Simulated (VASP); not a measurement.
# AlAs (F-43m) in VASP: notebook

Runs on AlAs. Level: PBE. Tasks: single point.

Program: VASP 6.6.1. These are calculated values, not measurements. Logs are shortened: lines on timing, memory, paths and dates and some standing lists are left out, and cuts for length are marked.

### Step 1. The cell of the first run

Symmetry: F-43m, No. 216, cubic system. The conventional cell has a = 5.564 Å, b = 5.564 Å, c = 5.564 Å, α = 90.00°, β = 90.00°, γ = 90.00°. Al (site symmetry -43m) has 4 As at 2.41 Å within 3.2 Å. As (site symmetry -43m) has 4 Al at 2.41 Å within 3.2 Å.

### Step 2. Single point, PBE (strain -2.0%)

The input, INCAR:

```
  PREC = Accurate
  ENCUT = 500
  EDIFF = 1E-6
  ISMEAR = 0
  SIGMA = 0.01
  LREAL = F
  LASPH = T
  NELM = 120
  ALGO = Normal
  ISIF = 2
  LWAVE = F
  LCHARG = F
  GGA = PE
  NBANDS = 11
  GGA_COMPAT = F
```

The input, KPOINTS:

```
Automatic mesh
0
Gamma
  4 4 4
```

The input, POSCAR:

```
AlAs
1.0
    0.0000000000      2.7821461449      2.7821461449
    2.7821461449      0.0000000000      2.7821461449
    2.7821461449      2.7821461449      0.0000000000
Al As
1 1
Direct
    0.0000000000      0.0000000000      0.0000000000
    0.2500000000      0.2500000000      0.2500000000
```

Potentials or basis: VASP PAW PBE potentials, release 64 (Al, As).

Run with:

```console
> cat potpaw_PBE.64/Al/POTCAR potpaw_PBE.64/As/POTCAR > POTCAR
> mpirun -np 1 vasp_std > vasp.out
```

OUTCAR:

```text
PREC = Accurate
   ENCUT = 500
   EDIFF = 1E-6
   ISMEAR = 0
   LREAL = F
   LASPH = T
   NELM = 120
   ISIF = 2
   GGA = PE

 ion  position               nearest neighbor table
   1  0.000  0.000  0.000-   2 2.41   2 2.41   2 2.41   2 2.41
   2  0.250  0.250  0.250-   1 2.41   1 2.41   1 2.41   1 2.41

  LATTYP: Found a face centered cubic cell.
 ALAT       =     5.5642922898

  Lattice vectors:

 A1 = (   0.0000000000,   2.7821461449,   2.7821461449)
 A2 = (   2.7821461449,   0.0000000000,   2.7821461449)
 A3 = (   2.7821461449,   2.7821461449,   0.0000000000)

Analysis of symmetry for initial positions (statically):
=====================================================================
 Subroutine PRICEL returns:
 Original cell was already a primitive cell.

 Routine SETGRP: Setting up the symmetry group for a
 face centered cubic supercell.

 Subroutine GETGRP returns: Found 24 space group operations
 (whereof 24 operations were pure point group operations)
 out of a pool of 48 trial point group operations.

The static configuration has the point symmetry T_d .

Analysis of symmetry for dynamics (positions and initial velocities):
=====================================================================
 Subroutine PRICEL returns:
 Original cell was already a primitive cell.

 Routine SETGRP: Setting up the symmetry group for a
 face centered cubic supercell.

 Subroutine GETGRP returns: Found 24 space group operations
 (whereof 24 operations were pure point group operations)
 out of a pool of 48 trial point group operations.

The dynamic configuration has the point symmetry T_d .

 Subroutine INISYM returns: Found 24 space group operations
 (whereof 24 operations are pure point group operations),
 and found     1 'primitive' translations

----------------------------------------------------------------------------------------

                                     Primitive cell

  volume of cell :      43.0695

  direct lattice vectors                    reciprocal lattice vectors
     0.000000000  2.782146145  2.782146145    -0.179717374  0.179717374  0.179717374
     2.782146145  0.000000000  2.782146145     0.179717374 -0.179717374  0.179717374
     2.782146145  2.782146145  0.000000000     0.179717374  0.179717374 -0.179717374

  length of vectors
     3.934548811  3.934548811  3.934548811     0.311279623  0.311279623  0.311279623

  position of ions in fractional coordinates (direct lattice)
     0.000000000  0.000000000  0.000000000
     0.250000000  0.250000000  0.250000000

  ion indices of the primitive-cell ions
   primitive index   ion index
                 1           1
                 2           2

----------------------------------------------------------------------------------------

 KPOINTS: Automatic mesh

Automatic generation of k-mesh.
 Grid dimensions read from file:
 generate k-points for:    4    4    4

 Generating k-lattice:

  Cartesian coordinates                     Fractional coordinates (reciprocal lattice)
    -0.044929344  0.044929344  0.044929344     0.250000000  0.000000000  0.000000000
     0.044929344 -0.044929344  0.044929344     0.000000000  0.250000000  0.000000000
     0.044929344  0.044929344 -0.044929344     0.000000000  0.000000000  0.250000000

  Length of vectors
     0.077819906  0.077819906  0.077819906

  Shift w.r.t. Gamma in fractional coordinates (k-lattice)
     0.000000000  0.000000000  0.000000000

 Subroutine IBZKPT returns following result:
 ===========================================

 Found      8 irreducible k-points:

 Following reciprocal coordinates:
            Coordinates               Weight
  0.000000  0.000000  0.000000      1.000000
  0.250000  0.000000  0.000000      8.000000
  0.500000  0.000000  0.000000      4.000000
  0.250000  0.250000  0.000000      6.000000
  0.500000  0.250000  0.000000     24.000000
 -0.250000  0.250000  0.000000     12.000000
  0.500000  0.500000  0.000000      3.000000
 -0.250000  0.500000  0.250000      6.000000
   k-points           NKPTS =      8   k-points in BZ     NKDIM =      8   number of bands    NBANDS=     11
   number of dos      NEDOS =    301   number of ions     NIONS =      2
   total plane-waves  NPLWV =  27000
   dimension x,y,z NGX =    30 NGY =   30 NGZ =   30
   dimension x,y,z NGXF=    60 NGYF=   60 NGZF=   60
   ions per type =               1   1
   NGX,Y,Z   is equivalent  to a cutoff of  12.68, 12.68, 12.68 a.u.
   NGXF,Y,Z  is equivalent  to a cutoff of  25.35, 25.35, 25.35 a.u.
 SYSTEM =  unknown system
   PREC   = accura    normal or accurate (medium, high low for compatibility)
   ISTART =      0    job   : 0-new  1-cont  2-samecut
   ICHARG =      2    charge: 1-file 2-atom 10-const
   ISPIN  =      1    spin polarized calculation?
   LNONCOLLINEAR =      F non collinear calculations
   LSORBIT =      F    spin-orbit coupling
   LASPH  =      T    aspherical Exc in radial PAW
   ENCUT  =  500.0 eV  36.75 Ry    6.06 a.u.   7.17  7.17  7.17*2*pi/ulx,y,z
   NELM   =    120;   NELMIN=  2; NELMDL= -5     # of ELM steps
   EDIFF  = 0.1E-05   stopping-criterion for ELM
   LREAL  =      F    real-space projection
   EDIFFG = 0.1E-04   stopping-criterion for IOM
   NSW    =      0    number of steps for IOM
   IBRION =     -1    ionic relax: 0-MD 1-quasi-New 2-CG
   NFREE  =      0    steps in history (QN), initial steepest desc. (CG)
   ISIF   =      2    stress and relaxation
   ISYM   =      2    0-nonsym 1-usesym 2-fastsym
   POTIM  = 0.5000    time-step for ionic-motion
   TEBEG  =    0.0;   TEEND  =   0.0 temperature during run
   PSTRESS=    0.0 pullay stress
   NELECT =       8.0000    total number of electrons
   NUPDOWN=      -1.0000    fix difference up-down
   EMIN   =  10.00;   EMAX   =-10.00  energy-range for DOS
   EFERMI =   0.00;   METHOD = LEGACY
   ISMEAR =     0;   SIGMA  =   0.01  broadening in eV -4-tet -1-fermi 0-gaus
   EFERMI_NEDOS =   21; number of points for ismear=-14 and -15
   IALGO  =     38    algorithm
   IMIX   =      4    mixing-type and parameters
     AMIX     =   0.40;   BMIX     =  1.00
     AMIX_MAG =   1.60;   BMIX_MAG =  1.00
  volume/ion in A,a.u.               =      21.53       145.32
  Fermi-wavevector in a.u.,A,eV,Ry     =   0.934075  1.765145 11.871020  0.872495
  Thomas-Fermi vector in A             =   2.060842
   LORBIT       =      0    0 simple, 1 ext, 2 COOP (PROOUT), +10 PAW based schemes
   GGA     = PE    functional components
   LHFCALC =     F    Hartree Fock is set to
   AEXX    =    0.0000 exact exchange contribution
   IVDW    =     0    specifies the selected vdW correction
   LEPSILON=     F    determine dielectric tensor
   LRPA    =     F    only Hartree local field effects (RPA)
 non-spin polarized calculation
 Gauss-broadening in eV      SIGMA  =   0.01
  energy-cutoff  :      500.00
  volume of cell :       43.07
 maximum number of plane-waves:      1106
 NGX is ok and might be reduce to    30
   NGX = 15   NGY = 15   NGZ = 15

 number of electron       8.0000001 magnetization

 Free energy of the ion-electron system (eV)
  ---------------------------------------------------
  ext. energy  EPLUGINS =         0.00000000
  ---------------------------------------------------
  free energy    TOTEN  =        -9.18263076 eV

  energy without entropy =       -9.18263076  energy(sigma->0) =       -9.18263076

 E-fermi :   4.4238     XC(G=0):  -9.2240

 val. band max:        4.3795580463   @ k =   0.0000   0.0000   0.0000
 cond. band min:       5.6945452319   @ k =   0.5000   0.5000   0.0000
 fundamental gap:      1.3149871856
 Fermi energy:         4.4237616297

 k-point     1 :       0.0000    0.0000    0.0000
  band No.  band energies     occupation
      1      -7.7850      2.00000
      2       4.3796      2.00000
      3       4.3796      2.00000
      4       4.3796      2.00000
      5       6.8529      0.00000
      6       8.7277      0.00000
      7       8.7277      0.00000
      8       8.7277      0.00000
      9      13.4663      0.00000
     10      13.4663      0.00000
     11      13.5196      0.00000

 k-point     2 :       0.2500    0.0000    0.0000
  band No.  band energies     occupation
      1      -7.1633      2.00000
      2       0.8872      2.00000
      3       3.8742      2.00000
      4       3.8742      2.00000
      5       7.2010      0.00000
      6       9.3602      0.00000
      7       9.3602      0.00000
      8      11.1464      0.00000
      9      12.7430      0.00000
     10      12.7430      0.00000
     11      13.9213      0.00000

 k-point     3 :       0.5000    0.0000    0.0000
  band No.  band energies     occupation
      1      -6.2333      2.00000
      2      -1.4469      2.00000
      3       3.5131      2.00000
      4       3.5131      2.00000
      5       6.7025      0.00000
      6       9.0668      0.00000
      7       9.0668      0.00000
      8      12.2057      0.00000
      9      16.0127      0.00000
     10      16.1479      0.00000
     11      16.1479      0.00000

 k-point     4 :       0.2500    0.2500    0.0000
  band No.  band energies     occupation
      1      -6.9488      2.00000
      2       1.1263      2.00000
      3       2.9510      2.00000
      4       2.9510      2.00000
      5       6.9459      0.00000
      6       8.2342      0.00000
      7      11.4119      0.00000
      8      11.4119      0.00000
      9      12.1555      0.00000
     10      14.5970      0.00000
     11      17.0263      0.00000

 k-point     5 :       0.5000    0.2500    0.0000
  band No.  band energies     occupation
      1      -5.9840      2.00000
      2      -0.8530      2.00000
      3       1.4907      2.00000
      4       2.6678      2.00000
      5       6.9110      0.00000
      6       9.6669      0.00000
      7      10.9875      0.00000
      8      11.4473      0.00000
      9      15.0443      0.00000
     10      16.0526      0.00000
     11      17.6587      0.00000

 k-point     6 :      -0.2500    0.2500    0.0000
  band No.  band energies     occupation
      1      -6.3302      2.00000
      2      -0.3129      2.00000
      3       1.3306      2.00000
      4       3.4312      2.00000
      5       7.8479      0.00000
      6      10.3098      0.00000
      7      10.3995      0.00000
      8      10.9502      0.00000
      9      12.0588      0.00000
     10      14.9584      0.00000
     11      17.1620      0.00000

 k-point     7 :       0.5000    0.5000    0.0000
  band No.  band energies     occupation
      1      -5.6268      2.00000
      2      -1.2562      2.00000
      3       2.0773      2.00000
      4       2.0773      2.00000
      5       5.6945      0.00000
      6       6.6499      0.00000
      7      15.1000      0.00000
      8      15.1000      0.00000
      9      16.7441      0.00000
     10      17.2279      0.00000
     11      17.2279      0.00000

 k-point     8 :      -0.2500    0.5000    0.2500
  band No.  band energies     occupation
      1      -5.5883      2.00000
      2      -0.8726      2.00000
      3       0.9863      2.00000
      4       1.3622      2.00000
      5       8.7078      0.00000
      6      10.2494      0.00000
      7      10.2754      0.00000
      8      10.4712      0.00000
      9      15.3479      0.00000
     10      17.0578      0.00000
     11      17.3466      0.00000

------------------------ aborting loop because EDIFF is reached ----------------------------------------

  FORCE on cell =-STRESS in cart. coord.  units (eV):
  Direction    XX          YY          ZZ          XY          YZ          ZX
  --------------------------------------------------------------------------------------
  -------------------------------------------------------------------------------------
  Total        2.0647260      2.0647260      2.0647260     -0.0000000      0.0000000     -0.0000000
  in kB       76.8074241     76.8074241     76.8074241     -0.0000000      0.0000000     -0.0000000
  external PRESSURE =      76.8074241 kB  Pullay stress =       0.0000000 kB

 VOLUME and BASIS-vectors are now :
 -----------------------------------------------------------------------------
  energy-cutoff  :      500.00
  volume of cell :       43.07
      direct lattice vectors                 reciprocal lattice vectors
     0.000000000  2.782146145  2.782146145    -0.179717374  0.179717374  0.179717374
     2.782146145  0.000000000  2.782146145     0.179717374 -0.179717374  0.179717374
     2.782146145  2.782146145  0.000000000     0.179717374  0.179717374 -0.179717374

 POSITION                                       TOTAL-FORCE (eV/Angst)
 -----------------------------------------------------------------------------------
      0.00000      0.00000      0.00000         0.000000      0.000000      0.000000
      1.39107      1.39107      1.39107        -0.000000     -0.000000     -0.000000
 -----------------------------------------------------------------------------------
    total drift:                                0.000000      0.000000      0.000000

  FREE ENERGIE OF THE ION-ELECTRON SYSTEM (eV)
  ---------------------------------------------------
  free  energy   TOTEN  =        -9.1826307565 eV

  energy  without entropy=       -9.1826307565  energy(sigma->0) =       -9.18263076
```

Wall time 3 s (1 thread of Intel Xeon 6975P-C (Granite Rapids), shared host); peak memory 0.16 GiB.

Results:

```yaml
Free_energy: -9.1826 eV
Pressure: 7.7 GPa
Band_gap_on_the_k_mesh: 1.31 eV, indirect (least direct gap 2.47 eV)
```

Caveat: the k points lie up to 0.49 Å⁻¹ apart; the cell differs from its parent crystal (strain -2.0%).

### Step 3. Single point, PBE (strain -1.0%)

The input, INCAR:

```
SYSTEM = AlAs
PREC = Accurate ; ENCUT = 500
EDIFF = 1E-6 ; ISMEAR = 0
SIGMA = 0.01 ; LREAL = .False.
LASPH = .True. ; NELM = 120
ALGO = Normal ; ISIF = 2
LWAVE = .False. ; LCHARG = .True.
GGA = PE ; LELF = .True.
LVHAR = .True. ; NBANDS = 11
GGA_COMPAT = .False.
```

The input, KPOINTS:

```
regular mesh
0
Gamma
  4 4 4
  0 0 0
```

The input, POSCAR:

```
AlAs
1.0
    0.0000000000      2.8105353913      2.8105353913
    2.8105353913      0.0000000000      2.8105353913
    2.8105353913      2.8105353913      0.0000000000
Al As
1 1
Direct
    0.0000000000      0.0000000000      0.0000000000
    0.2500000000      0.2500000000      0.2500000000
```

Potentials or basis: VASP PAW PBE potentials, release 64 (Al, As).

Run with:

```console
> cat potpaw_PBE.64/Al/POTCAR potpaw_PBE.64/As/POTCAR > POTCAR
> mpirun -np 1 vasp_std > vasp.out
```

OUTCAR:

```text
SYSTEM = AlAs
   PREC = Accurate
   ENCUT = 500
   EDIFF = 1E-6
   ISMEAR = 0
   LREAL = .False.
   LASPH = .True.
   NELM = 120
   ISIF = 2
   GGA = PE

 ion  position               nearest neighbor table
   1  0.000  0.000  0.000-   2 2.43   2 2.43   2 2.43   2 2.43
   2  0.250  0.250  0.250-   1 2.43   1 2.43   1 2.43   1 2.43

  LATTYP: Found a face centered cubic cell.
 ALAT       =     5.6210707826

  Lattice vectors:

 A1 = (   0.0000000000,   2.8105353913,   2.8105353913)
 A2 = (   2.8105353913,   0.0000000000,   2.8105353913)
 A3 = (   2.8105353913,   2.8105353913,   0.0000000000)

Analysis of symmetry for initial positions (statically):
=====================================================================
 Subroutine PRICEL returns:
 Original cell was already a primitive cell.

 Routine SETGRP: Setting up the symmetry group for a
 face centered cubic supercell.

 Subroutine GETGRP returns: Found 24 space group operations
 (whereof 24 operations were pure point group operations)
 out of a pool of 48 trial point group operations.

The static configuration has the point symmetry T_d .

Analysis of symmetry for dynamics (positions and initial velocities):
[... 153 lines left out ...]
      2       4.1109      2.00000
      3       4.1109      2.00000
      4       4.1109      2.00000
      5       6.3357      0.00000
      6       8.4066      0.00000
      7       8.4066      0.00000
      8       8.4066      0.00000
      9      13.0811      0.00000
     10      13.1382      0.00000
     11      13.1382      0.00000
[... 85 lines left out ...]
 k-point     8 :      -0.2500    0.5000    0.2500
  band No.  band energies     occupation
      1      -5.7858      2.00000
      2      -1.0565      2.00000
      3       0.8394      2.00000
      4       1.2001      2.00000
      5       8.4305      0.00000
      6       9.8497      0.00000
      7       9.8701      0.00000
      8      10.1684      0.00000
      9      14.8608      0.00000
     10      16.5530      0.00000
     11      16.8497      0.00000

------------------------ aborting loop because EDIFF is reached ----------------------------------------

  FORCE on cell =-STRESS in cart. coord.  units (eV):
  Direction    XX          YY          ZZ          XY          YZ          ZX
  --------------------------------------------------------------------------------------
  -------------------------------------------------------------------------------------
  Total        1.3435878      1.3435878      1.3435878      0.0000000      0.0000000     -0.0000000
  in kB       48.4818804     48.4818804     48.4818804      0.0000000      0.0000000     -0.0000000
  external PRESSURE =      48.4818804 kB  Pullay stress =       0.0000000 kB

 VOLUME and BASIS-vectors are now :
 -----------------------------------------------------------------------------
  energy-cutoff  :      500.00
  volume of cell :       44.40
      direct lattice vectors                 reciprocal lattice vectors
     0.000000000  2.810535391  2.810535391    -0.177902047  0.177902047  0.177902047
     2.810535391  0.000000000  2.810535391     0.177902047 -0.177902047  0.177902047
     2.810535391  2.810535391  0.000000000     0.177902047  0.177902047 -0.177902047

 POSITION                                       TOTAL-FORCE (eV/Angst)
 -----------------------------------------------------------------------------------
      0.00000      0.00000      0.00000         0.000000     -0.000000      0.000000
      1.40527      1.40527      1.40527         0.000000      0.000000     -0.000000
 -----------------------------------------------------------------------------------
    total drift:                                0.000000      0.000000      0.000000

  FREE ENERGIE OF THE ION-ELECTRON SYSTEM (eV)
  ---------------------------------------------------
  free  energy   TOTEN  =        -9.2344015532 eV

  energy  without entropy=       -9.2344015532  energy(sigma->0) =       -9.23440155
```

OSZICAR:

```text
N       E                     dE             d eps       ncg     rms          rms(c)
DAV:   1     0.138586637894E+02    0.13859E+02   -0.29565E+03   176   0.523E+02
DAV:   2    -0.861350534810E+01   -0.22472E+02   -0.21209E+02   221   0.855E+01
DAV:   3    -0.947987930521E+01   -0.86637E+00   -0.86573E+00   231   0.174E+01
DAV:   4    -0.948683088335E+01   -0.69516E-02   -0.69510E-02   211   0.182E+00
DAV:   5    -0.948696909891E+01   -0.13822E-03   -0.13821E-03   209   0.245E-01    0.335E+00
DAV:   6    -0.927251482034E+01    0.21445E+00   -0.35734E-01   188   0.220E+00    0.195E+00
DAV:   7    -0.923303563951E+01    0.39479E-01   -0.19494E-01   200   0.176E+00    0.712E-01
DAV:   8    -0.923410008255E+01   -0.10644E-02   -0.13116E-02   185   0.546E-01    0.115E-01
DAV:   9    -0.923424048544E+01   -0.14040E-03   -0.45476E-04   233   0.121E-01    0.631E-02
DAV:  10    -0.923439704925E+01   -0.15656E-03   -0.20078E-04   185   0.761E-02    0.700E-03
DAV:  11    -0.923440171918E+01   -0.46699E-05   -0.19855E-05   214   0.201E-02    0.653E-03
DAV:  12    -0.923440155323E+01    0.16594E-06   -0.17858E-06   191   0.654E-03
   1 F= -.92344016E+01 E0= -.92344016E+01  d E =-.400523E-52
```

stdout:

```text
POSCAR found type information on POSCAR AlAs
 POSCAR found :  2 types and       2 ions
 scaLAPACK will be used
 LDA part: xc-table for (Slater+PW92), standard interpolation
 POSCAR, INCAR and KPOINTS ok, starting setup
 FFT: planning ... GRIDC
 FFT: planning ... GRID_SOFT
 FFT: planning ... GRID
 WAVECAR not read
 entering main loop
```

Run time: 3.3 s. Hardware: 1 thread of Intel Xeon 6975P-C (Granite Rapids), shared host; peak memory 0.16 GiB.

What came out:

- Free energy: -9.2344 eV
- Pressure: 4.8 GPa
- Band gap on the k mesh: 1.37 eV, indirect (least direct gap 2.22 eV)

Levels at points of the mesh, in eV from the valence-band top:
```
           k point  band 1  band 2  band 3  band 4  band 5  band 6  band 7  band 8
(0.00, 0.00, 0.00)  -11.99    0.00    0.00    0.00    2.22    4.30    4.30    4.30
(0.50, 0.00, 0.00)  -10.51   -5.68   -0.84   -0.84    2.21    4.67    4.67    7.77
(0.50, 0.50, 0.00)   -9.93   -5.53   -2.23   -2.23    1.37    2.27   10.48   10.48
```

Caveat: the k points lie up to 0.48 Å⁻¹ apart; the cell differs from its parent crystal (strain -1.0%). A k mesh can miss the band edges.
